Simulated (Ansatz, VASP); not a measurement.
## One calculation of K, two programs

```
CELL_PARAMETERS angstrom
3.38574 -3.09391 0.00000
3.38574 3.09391 0.00000
0.00000 0.00000 13.57560
ATOMIC_POSITIONS crystal
K 0.74894 0.25106 0.12537
K 0.75106 0.24894 0.62537
K 0.25106 0.74894 0.87463
K 0.24894 0.75106 0.37463
```

Alike in both runs: functional PBEsol; k mesh 10 × 10 × 4; occupations gaussian, width 0.1 eV; no spin polarisation.

Ansatz relaxed the structure, and its values are those at the end. VASP's run is a single point on that final structure, the one shown.

|  | VASP | Ansatz |
| --- | --- | --- |
| version | VASP 6.6.1 | Ansatz 0.2.0 |
| potentials or method | VASP PAW PBE potentials, release 64 (K_sv), cutoff 520 eV | scalar-relativistic, plane waves, PAW |
| valence electrons in the cell | 36 | 36 |

|  | VASP | Ansatz | Ansatz less VASP |
| --- | --- | --- | --- |
| gap on the k mesh at the Fermi level (eV) | none | none | - |
| pressure (GPa) | 0.0 | 0.0 | +0.01 |

VASP's potentials were made for PBE, not for PBEsol. A gap of «none» marks a metal or a gap that the smearing closes.
